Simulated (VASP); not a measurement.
Bi: single point with PBE

The system is Bi.

```xyz
2
Lattice="3.2476 0.0000 0.0000 -1.6238 2.8125 0.0000 0.0000 0.0000 5.2758" Properties=species:S:1:pos:R:3 pbc="T T T"
Bi    0.0000    1.8750    1.3190
Bi    1.6238    0.9375    3.9569
```

* Program: VASP 6.6.1
* Task: single point
* Functional: PBE
* Potentials or basis: VASP PAW PBE potentials, release 64 (Bi_d)
* Cutoff: 520 eV
* k mesh: 14 × 14 × 8
* Occupations: gaussian, width 0.1 eV
* Spin: no spin polarisation

| Quantity | Value |
| --- | --- |
| Pressure | 26.8 GPa |
| Band gap on the k mesh | zero (band 15 reaches 17.14 eV, above the bottom of band 16 at 8.10 eV) |

Stress tensor (GPa, compression positive):
```
26.89  0.00  0.00
 0.00 26.89  0.00
 0.00  0.00 26.75
```

Levels at points of the mesh, in eV from the Fermi level:
```tsv
k point	band 12	band 13	band 14	band 15	band 16	band 17	band 18	band 19
(0.00, 0.00, 0.00)	-11.26	-7.05	4.45	4.45	6.68	6.68	7.07	8.06
(0.50, 0.00, 0.00)	-10.12	-5.38	-3.78	-2.74	-0.07	0.24	4.54	5.03
(0.00, 0.00, 0.50)	-14.30	-1.00	-1.00	5.49	5.49	5.49	5.49	8.29
(0.50, 0.00, 0.50)	-10.60	-6.45	-6.45	1.89	1.89	2.17	2.17	5.90
```

It took 73 s on 1 thread of AMD EPYC 9R45 (Zen 5), with other jobs on the host, peak memory 0.19 GiB.

Caveat: spin-orbit coupling is left out, which moves the levels of the heavy elements.
